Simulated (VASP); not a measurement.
# Ti (Im-3m) in VASP: further runs

The runs below take Ti through single point, relaxation of cell and atoms, with revPBE+D4, PBE, BLYP.

All numbers are computed with VASP 6.6.1; they aren't measurements. Logs are shortened: lines on timing, memory, paths and dates and some standing lists are left out, and cuts for length are marked.

## Step 1: The cell of the first run

The structure is cubic, space group Im-3m (No. 229). Conventional cell: a = 3.249 Å, b = 3.249 Å, c = 3.249 Å, α = 90.00°, β = 90.00°, γ = 90.00°. Ti (site symmetry m-3m) has 14 Ti at 2.81 to 3.25 Å within 3.7 Å.

## Step 2: Single point, revPBE+D4

Input file INCAR:

```
PREC = Accurate
ENCUT = 520
EDIFF = 1E-6
ISMEAR = -1
SIGMA = 0.05
LREAL = False
LASPH = True
NELM = 80
ALGO = Normal
ISIF = 2
LWAVE = False
LCHARG = True
GGA = RE
IVDW = 13
LELF = True
LVHAR = True
NBANDS = 12
```

Input file KPOINTS:

```
regular mesh
0
Gamma
  11 11 11
```

Input file POSCAR:

```
Ti
1.0
   -1.6245948365      1.6245948365      1.6245948365
    1.6245948365     -1.6245948365      1.6245948365
    1.6245948365      1.6245948365     -1.6245948365
Ti
1
Direct
    0.0000000000      0.0000000000      0.0000000000
```

Potentials or basis: VASP PAW PBE potentials, release 64 (Ti_sv).

Run with:

```
$ cat potpaw_PBE.64/Ti_sv/POTCAR > POTCAR
$ mpirun -np 1 vasp_std > vasp.out
```

OUTCAR:

```text
PREC = Accurate
   ENCUT = 520
   EDIFF = 1E-6
   ISMEAR = -1
   LREAL = False
   LASPH = True
   NELM = 80
   ISIF = 2
   GGA = RE
   IVDW = 13

 ion  position               nearest neighbor table
   1  0.000  0.000  0.000-

  LATTYP: Found a body centered cubic cell.
 ALAT       =     3.2491896730

  Lattice vectors:

 A1 = (  -1.6245948365,   1.6245948365,   1.6245948365)
 A2 = (   1.6245948365,  -1.6245948365,   1.6245948365)
 A3 = (   1.6245948365,   1.6245948365,  -1.6245948365)

Analysis of symmetry for initial positions (statically):
=====================================================================
 Subroutine PRICEL returns:
 Original cell was already a primitive cell.

 Routine SETGRP: Setting up the symmetry group for a
 body centered cubic supercell.

 Subroutine GETGRP returns: Found 48 space group operations
[... 9 lines left out ...]

 Routine SETGRP: Setting up the symmetry group for a
 body centered cubic supercell.

 Subroutine GETGRP returns: Found 48 space group operations
[... 11 lines left out ...]
                                     Primitive cell

  volume of cell :      17.1512

  direct lattice vectors                    reciprocal lattice vectors
    -1.624594837  1.624594837  1.624594837     0.000000000  0.307769044  0.307769044
     1.624594837 -1.624594837  1.624594837     0.307769044  0.000000000  0.307769044
     1.624594837  1.624594837 -1.624594837     0.307769044  0.307769044  0.000000000

  length of vectors
     2.813880799  2.813880799  2.813880799     0.435251156  0.435251156  0.435251156

  position of ions in fractional coordinates (direct lattice)
     0.000000000  0.000000000  0.000000000

  ion indices of the primitive-cell ions
   primitive index   ion index
                 1           1

----------------------------------------------------------------------------------------

 KPOINTS: regular mesh

Automatic generation of k-mesh.
 Grid dimensions read from file:
 generate k-points for:   11   11   11

 Generating k-lattice:

  Cartesian coordinates                     Fractional coordinates (reciprocal lattice)
     0.000000000  0.027979004  0.027979004     0.090909091  0.000000000  0.000000000
     0.027979004  0.000000000  0.027979004     0.000000000  0.090909091  0.000000000
     0.027979004  0.027979004  0.000000000     0.000000000  0.000000000  0.090909091

  Length of vectors
     0.039568287  0.039568287  0.039568287

  Shift w.r.t. Gamma in fractional coordinates (k-lattice)
     0.000000000  0.000000000  0.000000000

 Subroutine IBZKPT returns following result:
 ===========================================

 Found     56 irreducible k-points:

 Following reciprocal coordinates:
            Coordinates               Weight
  0.000000  0.000000  0.000000      1.000000
  0.090909  0.000000  0.000000     12.000000
  0.181818  0.000000  0.000000     12.000000
  0.272727  0.000000  0.000000     12.000000
  0.363636  0.000000  0.000000     12.000000
  0.454545  0.000000  0.000000     12.000000
[... 16 lines left out ...]
  0.272727  0.181818  0.090909     48.000000
  0.363636  0.181818  0.090909     24.000000
 [... further k-points ...]
   k-points           NKPTS =     56   k-points in BZ     NKDIM =     56   number of bands    NBANDS=     12
   number of dos      NEDOS =    301   number of ions     NIONS =      1
   total plane-waves  NPLWV =  13824
   dimension x,y,z NGX =    24 NGY =   24 NGZ =   24
   dimension x,y,z NGXF=    48 NGYF=   48 NGZF=   48
   ions per type =               1
   NGX,Y,Z   is equivalent  to a cutoff of  14.18, 14.18, 14.18 a.u.
   NGXF,Y,Z  is equivalent  to a cutoff of  28.36, 28.36, 28.36 a.u.
 SYSTEM =  unknown system
   PREC   = accura    normal or accurate (medium, high low for compatibility)
   ISTART =      0    job   : 0-new  1-cont  2-samecut
   ICHARG =      2    charge: 1-file 2-atom 10-const
   ISPIN  =      1    spin polarized calculation?
   LNONCOLLINEAR =      F non collinear calculations
   LSORBIT =      F    spin-orbit coupling
   LASPH  =      T    aspherical Exc in radial PAW
   ENCUT  =  520.0 eV  38.22 Ry    6.18 a.u.   5.23  5.23  5.23*2*pi/ulx,y,z
   NELM   =     80;   NELMIN=  2; NELMDL= -5     # of ELM steps
   EDIFF  = 0.1E-05   stopping-criterion for ELM
   LREAL  =      F    real-space projection
   EDIFFG = 0.1E-04   stopping-criterion for IOM
   NSW    =      0    number of steps for IOM
   IBRION =     -1    ionic relax: 0-MD 1-quasi-New 2-CG
   NFREE  =      0    steps in history (QN), initial steepest desc. (CG)
   ISIF   =      2    stress and relaxation
   ISYM   =      2    0-nonsym 1-usesym 2-fastsym
   POTIM  = 0.5000    time-step for ionic-motion
   TEBEG  =    0.0;   TEEND  =   0.0 temperature during run
   PSTRESS=    0.0 pullay stress
   NELECT =      12.0000    total number of electrons
   NUPDOWN=      -1.0000    fix difference up-down
   EMIN   =  10.00;   EMAX   =-10.00  energy-range for DOS
[... 112 lines left out ...]
     10      11.9044      0.00000
     11      19.1651      0.00000
     12      22.5714      0.00000

 k-point     6 :       0.4545    0.0000    0.0000
  band No.  band energies     occupation
      1     -48.1673      2.00000
      2     -24.7774      2.00000
      3     -24.3094      2.00000
      4     -24.1000      2.00000
      5       5.7936      2.00000
      6       7.9324      1.99866
      7       9.3155      0.00000
      8      11.0882      0.00000
      9      11.4291      0.00000
     10      12.5486      0.00000
     11      17.4649      0.00000
     12      21.8629      0.00000

 k-point     7 :       0.0909    0.0909    0.0000
  band No.  band energies     occupation
      1     -48.2708      2.00000
      2     -24.2573      2.00000
      3     -24.1326      2.00000
      4     -24.1094      2.00000
      5       3.1317      2.00000
      6       9.0077      0.00000
      7       9.0667      0.00000
      8       9.9507      0.00000
      9      10.7513      0.00000
     10      11.1646      0.00000
     11      24.5366      0.00000
     12      25.2534      0.00000

 k-point     8 :       0.1818    0.0909   -0.0000
  band No.  band energies     occupation
      1     -48.2373      2.00000
      2     -24.4224      2.00000
      3     -24.1896      2.00000
      4     -24.1160      2.00000
      5       4.1043      2.00000
      6       8.6375      0.00223
      7       8.7294      0.00036
      8      10.6513      0.00000
      9      10.7278      0.00000
     10      11.2732      0.00000
     11      22.8354      0.00000
     12      24.0067      0.00000
[... 166 lines left out ...]
 k-point    20 :       0.3636    0.0909    0.0909
  band No.  band energies     occupation
      1     -48.1639      2.00000
      2     -24.7261      2.00000
      3     -24.3435      2.00000
      4     -24.1526      2.00000
      5       6.2740      2.00000
      6       7.7996      1.99991
      7       8.7292      0.00036
      8      11.1897      0.00000
      9      11.4483      0.00000
     10      13.5303      0.00000
     11      17.3973      0.00000
     12      21.1374      0.00000

 k-point    21 :      -0.0909    0.0909    0.0909
  band No.  band energies     occupation
      1     -48.2802      2.00000
      2     -24.1724      2.00000
      3     -24.1308      2.00000
      4     -24.1308      2.00000
      5       2.8661      2.00000
      6       9.2733      0.00000
      7       9.2733      0.00000
      8       9.5249      0.00000
      9      10.6085      0.00000
     10      11.2697      0.00000
     11      24.8330      0.00000
     12      26.1827      0.00000

 k-point    22 :       0.1818    0.1818    0.0909
  band No.  band energies     occupation
      1     -48.1857      2.00000
      2     -24.6299      2.00000
      3     -24.2674      2.00000
      4     -24.1848      2.00000
      5       6.0283      2.00000
      6       7.8872      1.99946
      7       8.0103      1.99364
      8      11.1056      0.00000
      9      11.3541      0.00000
     10      12.8035      0.00000
     11      20.5380      0.00000
     12      20.7607      0.00000

 k-point    23 :       0.2727    0.1818    0.0909
  band No.  band energies     occupation
      1     -48.1651      2.00000
      2     -24.6629      2.00000
      3     -24.3585      2.00000
      4     -24.2013      2.00000
      5       6.7325      2.00000
      6       7.7332      1.99997
      7       8.0780      1.97558
      8      11.2233      0.00000
      9      11.4544      0.00000
     10      13.9643      0.00000
     11      18.2964      0.00000
     12      19.8656      0.00000

 k-point    24 :       0.3636    0.1818    0.0909
  band No.  band energies     occupation
      1     -48.1574      2.00000
      2     -24.6647      2.00000
      3     -24.4045      2.00000
      4     -24.2059      2.00000
      5       6.8268      2.00000
      6       7.6992      1.99999
      7       8.3466      0.54698
      8      11.2856      0.00000
      9      11.4825      0.00000
     10      14.7143      0.00000
     11      17.0304      0.00000
     12      19.5570      0.00000

 [... further k-points ...]

------------------------ aborting loop because EDIFF is reached ----------------------------------------

  DFT-D4 for vdW energy calculation

  Edisp (eV):   -0.31080

  FORCE on cell =-STRESS in cart. coord.  units (eV):
  Direction    XX          YY          ZZ          XY          YZ          ZX
  --------------------------------------------------------------------------------------
  -------------------------------------------------------------------------------------
  Total      -0.02632    -0.02632    -0.02632    -0.00000    -0.00000     0.00000
  in kB      -2.45880    -2.45880    -2.45880    -0.00000    -0.00000     0.00000
  external pressure =       -2.46 kB  Pullay stress =        0.00 kB

 VOLUME and BASIS-vectors are now :
 -----------------------------------------------------------------------------
  energy-cutoff  :      520.00
  volume of cell :       17.15
      direct lattice vectors                 reciprocal lattice vectors
    -1.624594837  1.624594837  1.624594837     0.000000000  0.307769044  0.307769044
     1.624594837 -1.624594837  1.624594837     0.307769044  0.000000000  0.307769044
     1.624594837  1.624594837 -1.624594837     0.307769044  0.307769044  0.000000000

 POSITION                                       TOTAL-FORCE (eV/Angst)
 -----------------------------------------------------------------------------------
      0.00000      0.00000      0.00000        -0.000000     -0.000000      0.000000
 -----------------------------------------------------------------------------------
    total drift:                                0.000000      0.000000     -0.000000

  FREE ENERGIE OF THE ION-ELECTRON SYSTEM (eV)
  ---------------------------------------------------
  free  energy   TOTEN  =        -7.7193622586 eV

  energy  without entropy=       -7.6977795599  energy(sigma->0) =       -7.70857091
```

Wall time 8.6 s (1 thread of Intel Xeon Platinum 8559C (Emerald Rapids), shared host); peak memory 0.14 GiB.

What came out:

| Quantity | Value |
| --- | --- |
| Free energy | -7.7194 eV |
| Pressure | -0.2 GPa |
| Band gap on the k mesh | zero (band 6 reaches 9.33 eV, above the bottom of band 7 at 7.70 eV) |
| Dispersion energy per atom | -0.311 eV |

Levels at points of the mesh, in eV from the Fermi level:
```csv
k point,band 4,band 5,band 6,band 7,band 8,band 9
"(0.00, 0.00, 0.00)",-32.39,-5.99,1.02,1.02,1.02,2.80
```

Caveat: the PAW data sets were made with another functional, which shifts forces and pressure a little; pairwise dispersion overbinds metals, which lowers pressure and volume.

## Step 3: Single point, PBE

This run uses another cell than the first one, of 17.68 Å³/atom, 1.031 times its volume.

Input file INCAR:

```
SYSTEM = Ti
PREC = Accurate ; ENCUT = 520
EDIFF = 1E-6 ; ISMEAR = 0
SIGMA = 0.017 ; LREAL = .FALSE.
LASPH = .TRUE. ; NELM = 60
ALGO = Normal ; ISIF = 2
LWAVE = .FALSE. ; LCHARG = .FALSE.
GGA = PE ; NBANDS = 12
```

Input file KPOINTS:

```
Automatic mesh
0
G
  11 11 11
  0 0 0
```

Input file POSCAR:

```
Ti
1.0
   -1.6410000000      1.6410000000      1.6410000000
    1.6410000000     -1.6410000000      1.6410000000
    1.6410000000      1.6410000000     -1.6410000000
Ti
1
Direct
    0.0000000000      0.0000000000      0.0000000000
```

Potentials or basis: VASP PAW PBE potentials, release 64 (Ti_sv).

Run with:

```
$ cat potpaw_PBE.64/Ti_sv/POTCAR > POTCAR
$ mpirun -np 1 vasp_std > vasp.out
```

Run time: 7.7 s. Hardware: 1 thread of Intel Xeon Platinum 8559C (Emerald Rapids), shared host; peak memory 0.13 GiB.

Results (log left out):

| Property | Result |
| --- | --- |
| Free energy | -7.7160 eV |
| Pressure | -3.1 GPa |
| Band gap on the k mesh | zero (band 6 reaches 8.90 eV, above the bottom of band 7 at 7.33 eV) |

Levels at points of the mesh, in eV from the Fermi level:
```
           k point  band 4  band 5  band 6  band 7  band 8  band 9
(0.00, 0.00, 0.00)  -32.42   -5.91    0.99    0.99    0.99    2.71
```

## Step 4: Single point, BLYP

This run uses another cell than the first one, of 17.62 Å³/atom, 1.028 times its volume.

Input file INCAR:

```
PREC = Accurate
ENCUT = 520
EDIFF = 1E-7
ISMEAR = -1
SIGMA = 0.05
LREAL = F
LASPH = T
NELM = 100
ALGO = Normal
ISIF = 2
LWAVE = F
LCHARG = T
GGA = B5
ALDAX = 1.0
AGGAX = 1.0
AGGAC = 1.0
ALDAC = 0.0
LELF = T
LVHAR = T
NBANDS = 12
```

Input file KPOINTS:

```
Automatic mesh
0
Gamma
  11 11 11
```

Input file POSCAR:

```
Ti
1.0
   -1.6393683359      1.6393683359      1.6393683359
    1.6393683359     -1.6393683359      1.6393683359
    1.6393683359      1.6393683359     -1.6393683359
Ti
1
Direct
    0.0000000000      0.0000000000      0.0000000000
```

Run with:

```
$ cat potpaw_PBE.64/Ti_sv/POTCAR > POTCAR
$ mpirun -np 1 vasp_std > vasp.out
```

Wall time 15 s (1 thread of Intel Xeon Platinum 8559C (Emerald Rapids), shared host); peak memory 0.13 GiB.

It converged, with:

* Free energy: -6.6733 eV
* Pressure: -0.1 GPa
* Band gap on the k mesh: zero (band 6 reaches 9.34 eV, above the bottom of band 7 at 7.81 eV)

Levels at points of the mesh, in eV from the Fermi level:
```tsv
k point	band 2	band 3	band 4	band 5	band 6	band 7	band 8	band 9	band 10	band 11
(0.00, 0.00, 0.00)	-32.35	-32.35	-32.35	-5.73	0.92	0.92	0.92	2.63	2.63	17.50
```

Caveat: the PAW data sets were made with another functional, which shifts forces and pressure a little.

## Step 5: Relaxation of cell and atoms, PBE

This run uses another cell than the first one, of 17.68 Å³/atom, 1.031 times its volume.

Input file INCAR:

```
PREC     = Accurate       # precision mode
ENCUT    = 600            # plane-wave cutoff, eV
EDIFF    = 1E-6           # SCF threshold, eV
ISMEAR   = -1             # smearing method
SIGMA    = 0.05           # smearing width, eV
LREAL    = F              # projectors in reciprocal space
LASPH    = T              # aspherical terms in the spheres
NELM     = 100            # most SCF steps
ALGO     = Normal         # electronic algorithm
ISIF     = 3              # what is computed and relaxed
LWAVE    = F              # write WAVECAR
LCHARG   = F              # write CHGCAR
GGA      = PE             # functional
IBRION   = 2              # ionic algorithm
NSW      = 80             # ionic steps
EDIFFG   = -0.005         # ionic threshold
```

Input file KPOINTS:

```
regular mesh
0
Gamma
  11 11 11
```

Input file POSCAR:

```
Ti
1.0
   -1.6410000000      1.6410000000      1.6410000000
    1.6410000000     -1.6410000000      1.6410000000
    1.6410000000      1.6410000000     -1.6410000000
Ti
1
Direct
    0.0000000000      0.0000000000      0.0000000000
```

Run with:

```
$ cat potpaw_PBE.64/Ti_sv/POTCAR > POTCAR
$ mpirun -np 1 vasp_std > vasp.out
```

It took 17 s on 1 thread of Intel Xeon Platinum 8559C (Emerald Rapids), shared host; peak memory 0.15 GiB.

It converged, with:

```
Free energy                            : -7.7335 eV
Relaxed volume                         : 17.20 Å³/atom
Relaxed cell                           : a = 2.816 Å, b = 2.816 Å, c = 2.816 Å, α = 109.47°, β = 109.47°, γ = 109.47°
Space group after relaxing (to 0.05 Å) : Im-3m (No. 229)
Energy gained by relaxing              : 4.2 meV/atom
Ionic steps                            : 3
Pressure after relaxing                : 0.0 GPa
Band gap on the k mesh                 : zero (band 6 reaches 9.20 eV, above the bottom of band 7 at 7.59 eV)
```

The path:
```
step  energy change (eV)  largest force (eV/Å)  pressure (GPa)  volume (Å³)
   1              0.0000                0.0000           -2.71        17.68
   2             -0.0027                0.0000            1.73        16.92
   3             -0.0042                0.0000            0.02        17.20
```

Final structure:
```
Ti
1.0
    -1.62606    1.62606    1.62606
     1.62606   -1.62606    1.62606
     1.62606    1.62606   -1.62606
Ti
1
Direct
  0.00000 0.00000 0.00000
```

Levels at points of the mesh, in eV from the Fermi level:
| k point | band 3 | band 4 | band 5 | band 6 | band 7 | band 8 | band 9 | band 10 |
| --- | --- | --- | --- | --- | --- | --- | --- | --- |
| (0.00, 0.00, 0.00) | -32.34 | -32.34 | -5.97 | 1.01 | 1.01 | 1.01 | 2.79 | 2.79 |

## Step 6: Summary

| task | level | cell | cutoff (eV) | smearing | gap on the mesh (eV) | pressure (GPa) |
| --- | --- | --- | --- | --- | --- | --- |
| single point | revPBE+D4 | a = 2.814 Å, angles 109.5°, 1 atom | 520 | fermi-dirac 0.05 eV | none | -0.2 |
| single point | PBE | a = 2.842 Å, angles 109.5°, 1 atom | 520 | gaussian 0.017 eV | none | -3.1 |
| single point | BLYP | a = 2.839 Å, angles 109.5°, 1 atom | 520 | fermi-dirac 0.05 eV | none | -0.1 |
| relaxation of cell and atoms | PBE | relaxed from a = 2.842 Å, angles 109.5°, 1 atom | 600 | fermi-dirac 0.05 eV | none | 0.0 |

Alike in all rows: potentials or basis VASP PAW PBE potentials, release 64 (Ti_sv); no spin polarisation; k mesh 11 × 11 × 11.

Caveats: the PAW data sets were made with another functional, which shifts forces and pressure a little (some runs); pairwise dispersion overbinds metals, which lowers pressure and volume (some runs).

Total energies depend on the potentials used, so only differences within one code and one set of settings carry meaning.
